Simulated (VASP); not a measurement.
GaIr, 2 atoms in the cell. Symmetry: P4/mmm, No. 123, tetragonal system. The conventional cell has a = 3.004 Å, b = 3.004 Å, c = 2.764 Å, α = 90.00°, β = 90.00°, γ = 90.00°. Ga (site symmetry 4/mmm) has 8 Ir at 2.53 Å and 6 Ga at 2.76 to 3.00 Å within 3.3 Å. Ir (site symmetry 4/mmm) has 8 Ga at 2.53 Å and 6 Ir at 2.76 to 3.00 Å within 3.3 Å.  This cell differs from its parent crystal: strain +0.000 along x and y, -0.080 along z.

```yaml
Program: VASP 6.6.1
Task: single point
Functional: r2SCAN
Potentials_or_basis: VASP PAW PBE potentials, release 64 (Ga_d, Ir)
Cutoff: 520 eV
k_mesh: 16 × 16 × 16
Occupations: gaussian, width 0.15 eV
Spin: no spin polarisation
Dipole_correction: no
Further_INCAR_settings: ALGO = Normal; EDIFF = 1e-06; NBANDS = 18
```

Potentials or basis: VASP PAW PBE potentials, release 64 (Ga_d, Ir).

Run with:

```console
$ cat potpaw_PBE.64/Ga_d/POTCAR potpaw_PBE.64/Ir/POTCAR > POTCAR
$ cp INCAR.step1 INCAR
$ mpirun -np 1 vasp_std > vasp.out
$ cp INCAR.step2 INCAR
$ mpirun -np 1 vasp_std > vasp.out
```

Hardware: 1 thread of Intel(R) Xeon(R) Platinum 8488C (Sapphire Rapids), on a shared host.

Task: Estimate the wall time of this run.

Result: It took 3.4 min on 1 thread of Intel(R) Xeon(R) Platinum 8488C (Sapphire Rapids) (shared host), peak memory 0.3 GiB. Counts: k points 405.
